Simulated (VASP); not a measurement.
# Ge2SbO4 (Cm) in VASP: single point with PBE

Aim: the single point of Ge2SbO4 with PBE.

Everything below comes from runs of VASP 6.6.1. Logs are shortened: lines on timing, memory, paths and dates and some standing lists are left out, and cuts for length are marked.

## (1) The cell of the first run

Symmetry: Cm, No. 8, monoclinic system. The conventional cell has a = 12.212 Å, b = 2.948 Å, c = 6.017 Å, α = 90.00°, β = 111.08°, γ = 90.00°. Within 2.4 Å of Ge (site symmetry m) lie 3 O at 1.82 to 1.89 Å. Ge (site symmetry m) has 6 O at 1.85 to 2.11 Å within 2.5 Å. Within 2.7 Å of Sb (site symmetry m) lie 1 O at 2.04 Å. Within 2.5 Å of O (site symmetry m) lie 3 Ge at 1.89 to 2.11 Å. Within 2.4 Å of O (site symmetry m) lie 2 Ge at 1.82 to 1.85 Å. Within 3.0 Å of O (site symmetry m) lie 1 Sb at 2.04 Å and 2 Ge at 2.04 Å and 7 O at 2.53 to 2.95 Å. O (site symmetry m) has 2 Ge at 1.87 Å and 1 O at 2.53 Å within 2.6 Å.

The cell was generated, and may not be a known phase.

## (2) Single point, PBE

Input file INCAR:

```
SYSTEM = Ge2SbO4
ALGO     = Normal         ! electronic algorithm
EDIFF    = 1E-6           ! SCF threshold, eV
ENCUT    = 520            ! plane-wave cutoff, eV
GGA      = PE             ! functional
ISIF     = 2              ! what is computed and relaxed
ISMEAR   = 0              ! smearing method
LASPH    = .TRUE.         ! aspherical terms in the spheres
LCHARG   = .FALSE.        ! write CHGCAR
LREAL    = .FALSE.        ! projectors in reciprocal space
LWAVE    = .FALSE.        ! write WAVECAR
NBANDS   = 38             ! bands
NELM     = 60             ! most SCF steps
PREC     = Accurate       ! precision mode
SIGMA    = 0.1            ! smearing width, eV
```

Input file KPOINTS:

```
k-points
0
G
  12 12 6
  0 0 0
```

Input file POSCAR:

```
Ge2SbO4
1.0
    6.1061694814     -1.4740011839     -0.0207982533
    6.1061694814      1.4740011839     -0.0207982533
   -2.1447309198      0.0000000000      5.6220856897
Ge Sb O
2 1 4
Direct
    0.7141017555      0.7141017555      0.7869923120
    0.9941982221      0.9941982221      0.9784534599
    0.2921228062      0.2921228062      0.4281329195
    0.1427002860      0.1427002860      0.8778450985
    0.8542518327      0.8542518327      0.0331219167
    0.4402409557      0.4402409557      0.7274101040
    0.5623851417      0.5623851417      0.1680461291
```

Potentials or basis: VASP PAW PBE potentials, release 64 (Ge_d, Sb, O).

Run with:

```bash
> cat potpaw_PBE.64/Ge_d/POTCAR potpaw_PBE.64/Sb/POTCAR potpaw_PBE.64/O/POTCAR > POTCAR
> mpirun -np 1 vasp_std > vasp.out
```

OUTCAR:

```text
SYSTEM = Ge2SbO4
   EDIFF = 1E-6
   ENCUT = 520
   GGA = PE
   ISIF = 2
   ISMEAR = 0
   LASPH = .TRUE.
   LREAL = .FALSE.
   NELM = 60
   PREC = Accurate

 ion  position               nearest neighbor table
   1  0.714  0.714  0.787-   5 1.82   4 1.89   4 1.89   3 3.04   3 3.04
   2  0.994  0.994  0.978-   5 1.85   7 1.87   7 1.87   6 2.04   6 2.04   4 2.11
   3  0.292  0.292  0.428-   6 2.04   1 3.04   1 3.04
   4  0.143  0.143  0.878-   1 1.89   1 1.89   2 2.11
   5  0.854  0.854  0.033-   1 1.82   2 1.85
   6  0.440  0.440  0.727-   3 2.04   2 2.04   2 2.04
   7  0.562  0.562  0.168-   2 1.87   2 1.87

  LATTYP: Found a base centered monoclinic cell.
 ALAT       =    12.2124098036
 B/A-ratio  =     0.2413939931
 C/A-ratio  =     0.4927188860
 COS(beta)  =    -0.3596086603

  Lattice vectors:

 A1 = (   6.1061694814,  -1.4740011839,  -0.0207982533)
 A2 = (   6.1061694814,   1.4740011839,  -0.0207982533)
 A3 = (  -2.1447309198,   0.0000000000,   5.6220856897)

Analysis of symmetry for initial positions (statically):
=====================================================================
 Subroutine PRICEL returns:
 Original cell was already a primitive cell.

 Routine SETGRP: Setting up the symmetry group for a
 base centered monoclinic supercell.

 Subroutine GETGRP returns: Found  2 space group operations
 (whereof  2 operations were pure point group operations)
 out of a pool of  4 trial point group operations.

The static configuration has the point symmetry C_1h.

Analysis of symmetry for dynamics (positions and initial velocities):
=====================================================================
 Subroutine PRICEL returns:
 Original cell was already a primitive cell.

 Routine SETGRP: Setting up the symmetry group for a
 base centered monoclinic supercell.

 Subroutine GETGRP returns: Found  2 space group operations
 (whereof  2 operations were pure point group operations)
 out of a pool of  4 trial point group operations.

The dynamic configuration has the point symmetry C_1h.

 Subroutine INISYM returns: Found  2 space group operations
 (whereof  2 operations are pure point group operations),
 and found     1 'primitive' translations

----------------------------------------------------------------------------------------

                                     Primitive cell

  volume of cell :     101.0717

  direct lattice vectors                    reciprocal lattice vectors
     6.106169481 -1.474001184 -0.020798253     0.081990933 -0.339212753  0.031278159
     6.106169481  1.474001184 -0.020798253     0.081990933  0.339212753  0.031278159
    -2.144730920  0.000000000  5.622085690     0.000606632  0.000000000  0.178101352

  length of vectors
     6.281593571  6.281593571  6.017284954     0.350379977  0.350379977  0.178102385

  position of ions in fractional coordinates (direct lattice)
     0.714101756  0.714101756  0.786992312
     0.994198222  0.994198222  0.978453460
     0.292122806  0.292122806  0.428132920
     0.142700286  0.142700286  0.877845099
     0.854251833  0.854251833  0.033121917
     0.440240956  0.440240956  0.727410104
     0.562385142  0.562385142  0.168046129

  ion indices of the primitive-cell ions
   primitive index   ion index
                 1           1
                 2           2
                 3           3
                 4           4
                 5           5
                 6           6
                 7           7

----------------------------------------------------------------------------------------

 KPOINTS: k-points

Automatic generation of k-mesh.
 Grid dimensions read from file:
 generate k-points for:   12   12    6

 Generating k-lattice:

  Cartesian coordinates                     Fractional coordinates (reciprocal lattice)
     0.006832578 -0.028267729  0.002606513     0.083333333  0.000000000 -0.000000000
     0.006832578  0.028267729  0.002606513     0.000000000  0.083333333 -0.000000000
     0.000101105  0.000000000  0.029683559     0.000000000  0.000000000  0.166666667

  Length of vectors
     0.029198331  0.029198331  0.029683731

  Shift w.r.t. Gamma in fractional coordinates (k-lattice)
     0.000000000  0.000000000  0.000000000

 Subroutine IBZKPT returns following result:
 ===========================================

 Found    242 irreducible k-points:

 Following reciprocal coordinates:
            Coordinates               Weight
  0.000000  0.000000  0.000000      1.000000
  0.083333 -0.000000 -0.000000      4.000000
  0.166667  0.000000  0.000000      4.000000
  0.250000 -0.000000 -0.000000      4.000000
  0.333333 -0.000000  0.000000      4.000000
  0.416667  0.000000 -0.000000      4.000000
[... 16 lines left out ...]
  0.500000  0.166667  0.000000      4.000000
 -0.416667  0.166667  0.000000      4.000000
 [... further k-points ...]
   k-points           NKPTS =    242   k-points in BZ     NKDIM =    242   number of bands    NBANDS=     38
   number of dos      NEDOS =    301   number of ions     NIONS =      7
   total plane-waves  NPLWV = 110592
   dimension x,y,z NGX =    48 NGY =   48 NGZ =   48
   dimension x,y,z NGXF=    96 NGYF=   96 NGZF=   96
   ions per type =               2   1   4
   NGX,Y,Z   is equivalent  to a cutoff of  12.70, 12.70, 13.26 a.u.
   NGXF,Y,Z  is equivalent  to a cutoff of  25.41, 25.41, 26.52 a.u.
 SYSTEM =  Ge2SbO4
   PREC   = accura    normal or accurate (medium, high low for compatibility)
   ISTART =      0    job   : 0-new  1-cont  2-samecut
   ICHARG =      2    charge: 1-file 2-atom 10-const
   ISPIN  =      1    spin polarized calculation?
   LNONCOLLINEAR =      F non collinear calculations
   LSORBIT =      F    spin-orbit coupling
   LASPH  =      T    aspherical Exc in radial PAW
   ENCUT  =  520.0 eV  38.22 Ry    6.18 a.u.  11.68 11.68 11.19*2*pi/ulx,y,z
   NELM   =     60;   NELMIN=  2; NELMDL= -5     # of ELM steps
   EDIFF  = 0.1E-05   stopping-criterion for ELM
   LREAL  =      F    real-space projection
   EDIFFG = 0.1E-04   stopping-criterion for IOM
   NSW    =      0    number of steps for IOM
   IBRION =     -1    ionic relax: 0-MD 1-quasi-New 2-CG
   NFREE  =      0    steps in history (QN), initial steepest desc. (CG)
   ISIF   =      2    stress and relaxation
   ISYM   =      2    0-nonsym 1-usesym 2-fastsym
   POTIM  = 0.5000    time-step for ionic-motion
   TEBEG  =    0.0;   TEEND  =   0.0 temperature during run
   PSTRESS=    0.0 pullay stress
   NELECT =      57.0000    total number of electrons
   NUPDOWN=      -1.0000    fix difference up-down
   EMIN   =  10.00;   EMAX   =-10.00  energy-range for DOS
   EFERMI =   0.00;   METHOD = LEGACY
   ISMEAR =     0;   SIGMA  =   0.10  broadening in eV -4-tet -1-fermi 0-gaus
   EFERMI_NEDOS =   21; number of points for ismear=-14 and -15
   IALGO  =     38    algorithm
   IMIX   =      4    mixing-type and parameters
     AMIX     =   0.40;   BMIX     =  1.00
     AMIX_MAG =   1.60;   BMIX_MAG =  1.00
  volume/ion in A,a.u.               =      14.44        97.44
  Fermi-wavevector in a.u.,A,eV,Ry     =   1.352560  2.555968 24.890761  1.829419
  Thomas-Fermi vector in A             =   2.479889
   LORBIT       =      0    0 simple, 1 ext, 2 COOP (PROOUT), +10 PAW based schemes
   GGA     = PE    functional components
   LHFCALC =     F    Hartree Fock is set to
   AEXX    =    0.0000 exact exchange contribution
   IVDW    =     0    specifies the selected vdW correction
   LEPSILON=     F    determine dielectric tensor
   LRPA    =     F    only Hartree local field effects (RPA)
 non-spin polarized calculation
 Gauss-broadening in eV      SIGMA  =   0.10
  energy-cutoff  :      520.00
  volume of cell :      101.07
 maximum number of plane-waves:      2754
   NGX = 23   NGY = 23   NGZ = 23

 number of electron      56.9999994 magnetization

 Free energy of the ion-electron system (eV)
  ---------------------------------------------------
  ext. energy  EPLUGINS =         0.00000000
  ---------------------------------------------------
  free energy    TOTEN  =       -40.90100118 eV

  energy without entropy =      -40.89090980  energy(sigma->0) =      -40.89595549

 E-fermi :   5.5819     XC(G=0): -10.2673

 val. band max:        5.5792264551   @ k =  -0.1667   0.0833   0.3333
 cond. band min:       5.5851802293   @ k =   0.2500   0.1667   0.1667
 fundamental gap:      0.0059537742
 Fermi energy:         5.5818807937

 k-point     1 :       0.0000    0.0000    0.0000
  band No.  band energies     occupation
      1     -20.1483      2.00000
      2     -19.9627      2.00000
      3     -19.9520      2.00000
      4     -19.9174      2.00000
      5     -19.8544      2.00000
      6     -19.8412      2.00000
[... 30 lines left out ...]
     37      14.2077      0.00000
     38      14.5679      0.00000

 k-point     2 :       0.0833   -0.0000   -0.0000
  band No.  band energies     occupation
      1     -20.1403      2.00000
      2     -19.9738      2.00000
      3     -19.9507      2.00000
      4     -19.9159      2.00000
      5     -19.8495      2.00000
      6     -19.8442      2.00000
[... 30 lines left out ...]
     37      13.5524      0.00000
     38      14.8344      0.00000

 k-point     3 :       0.1667    0.0000    0.0000
  band No.  band energies     occupation
      1     -20.1208      2.00000
      2     -20.0100      2.00000
      3     -19.9397      2.00000
      4     -19.9106      2.00000
      5     -19.8525      2.00000
      6     -19.8392      2.00000
[... 30 lines left out ...]
     37      13.3177      0.00000
[... 781 lines left out ...]
 k-point    23 :       0.5000    0.1667    0.0000
  band No.  band energies     occupation
      1     -20.1233      2.00000
      2     -20.0709      2.00000
      3     -19.9189      2.00000
      4     -19.8810      2.00000
      5     -19.8676      2.00000
      6     -19.8403      2.00000
[... 30 lines left out ...]
     37      14.1466      0.00000
     38      14.5267      0.00000

 k-point    24 :      -0.4167    0.1667    0.0000
  band No.  band energies     occupation
      1     -20.1541      2.00000
      2     -20.0635      2.00000
      3     -19.9161      2.00000
      4     -19.8857      2.00000
      5     -19.8617      2.00000
      6     -19.8450      2.00000
[... 30 lines left out ...]
     37      14.3505      0.00000
     38      14.4235      0.00000

 [... further k-points ...]

------------------------ aborting loop because EDIFF is reached ----------------------------------------

  FORCE on cell =-STRESS in cart. coord.  units (eV):
  Direction    XX          YY          ZZ          XY          YZ          ZX
  --------------------------------------------------------------------------------------
  -------------------------------------------------------------------------------------
  Total       -0.0087974      0.0720275     -0.0157966      0.0000000      0.0000000      0.0024804
  in kB       -0.1394549      1.1417723     -0.2504059      0.0000000      0.0000000      0.0393185
  external PRESSURE =       0.2506371 kB  Pullay stress =       0.0000000 kB

 VOLUME and BASIS-vectors are now :
 -----------------------------------------------------------------------------
  energy-cutoff  :      520.00
  volume of cell :      101.07
      direct lattice vectors                 reciprocal lattice vectors
     6.106169481 -1.474001184 -0.020798253     0.081990933 -0.339212753  0.031278159
     6.106169481  1.474001184 -0.020798253     0.081990933  0.339212753  0.031278159
    -2.144730920  0.000000000  5.622085690     0.000606632  0.000000000  0.178101352

 POSITION                                       TOTAL-FORCE (eV/Angst)
 -----------------------------------------------------------------------------------
      7.03297      0.00000      4.39483         0.017283      0.000000     -0.017865
     10.04297      0.00000      5.45959         0.004152      0.000000      0.016810
      2.64927      0.00000      2.39485        -0.014137      0.000000     -0.033306
     -0.14004      0.00000      4.92938        -0.014783      0.000000      0.010921
     10.36138      0.00000      0.15068        -0.017158      0.000000      0.005431
      3.81627      0.00000      4.07125         0.000298      0.000000     -0.014089
      6.50762      0.00000      0.92138         0.024346      0.000000      0.032099
 -----------------------------------------------------------------------------------
    total drift:                               -0.000713      0.000000     -0.000272

  FREE ENERGIE OF THE ION-ELECTRON SYSTEM (eV)
  ---------------------------------------------------
  free  energy   TOTEN  =       -40.9010011827 eV

  energy  without entropy=      -40.8909097996  energy(sigma->0) =      -40.89595549
```

Run time: 46 min. Hardware: 1 thread of Intel Xeon 8259CL, shared host; peak memory 0.91 GiB.

What came out:

```
Free energy            : -40.9010 eV
Pressure               : 0.0 GPa
Largest force          : 0.040 eV/Å
Band gap on the k mesh : zero (an odd number of electrons rules out a gap without spin polarisation)
```

Forces in eV/Å, atoms in the order of the input:
```
Ge   0.017  0.000 -0.018
Ge   0.004  0.000  0.017
Sb  -0.014  0.000 -0.033
O   -0.015  0.000  0.011
O   -0.017  0.000  0.005
O    0.000  0.000 -0.014
O    0.024  0.000  0.032
```

Stress tensor (GPa, compression positive):
```
-0.01  0.00  0.00
 0.00  0.11  0.00
 0.00  0.00 -0.03
```

Caveat: spin-orbit coupling is left out, which moves the levels of the heavy elements; an odd number of electrons without spin polarisation forces a metal; a magnetic or distorted state may lie lower.
